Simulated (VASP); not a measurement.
Wanted: the native input for a VASP 6.6.1 run.

- Task: single point
- Functional: r2SCAN
- Potentials or basis: VASP PAW PBE potentials, release 64 (Ge_d)
- Cutoff: 520 eV
- k mesh: 14 × 14 × 14
- Occupations: fermi-dirac, width 0.1 eV
- Spin: no spin polarisation
- Dipole correction: no
- Further INCAR settings: ALGO = Normal; EDIFF = 1e-06; NBANDS = 21

The system is Ge.

```
CELL_PARAMETERS angstrom
0.00000 2.83783 2.83783
2.83783 0.00000 2.83783
2.83783 2.83783 0.00000
ATOMIC_POSITIONS crystal
Ge 0.50000 0.50000 0.50000
Ge 0.75000 0.75000 0.75000
```

The input as run:

POSCAR

```
Ge
1.0
    0.0000000000      2.8378310314      2.8378310314
    2.8378310314      0.0000000000      2.8378310314
    2.8378310314      2.8378310314      0.0000000000
Ge
2
Direct
    0.5000000000      0.5000000000      0.5000000000
    0.7500000000      0.7500000000      0.7500000000
```

INCAR.step1

```
SYSTEM = Ge
ALGO = Normal
EDIFF = 1E-4
ENCUT = 520
GGA = PE
ISMEAR = -1
LASPH = .TRUE.
LCHARG = .FALSE.
LREAL = .FALSE.
LWAVE = .TRUE.
NBANDS = 21
NELM = 60
PREC = Accurate
SIGMA = 0.1
```

INCAR.step2

```
SYSTEM = Ge
ALGO = Normal
EDIFF = 1E-6
ENCUT = 520
ISIF = 2
ISMEAR = -1
ISTART = 1
LASPH = .TRUE.
LCHARG = .FALSE.
LMIXTAU = .TRUE.
LREAL = .FALSE.
LWAVE = .FALSE.
METAGGA = R2SCAN
NBANDS = 21
NELM = 60
PREC = Accurate
SIGMA = 0.1
```

KPOINTS

```
k-points
0
G
  14 14 14
  0 0 0
```

Potentials or basis: VASP PAW PBE potentials, release 64 (Ge_d).

The run is started by

```console
$ cat potpaw_PBE.64/Ge_d/POTCAR > POTCAR
$ cp INCAR.step1 INCAR
$ mpirun -np 1 vasp_std > vasp.out
$ cp INCAR.step2 INCAR
$ mpirun -np 1 vasp_std > vasp.out
```

Results of the run:

```json
{"Pressure": "0.1 GPa", "Band gap on the k mesh": "0.31 eV, direct"}
```

Caveat: the PAW data sets were made with another functional, which shifts forces and pressure a little.

Wall time 4.2 min on 1 thread of AMD EPYC 7R13 Processor (Zen 3), on a shared host, peak memory 0.19 GiB.
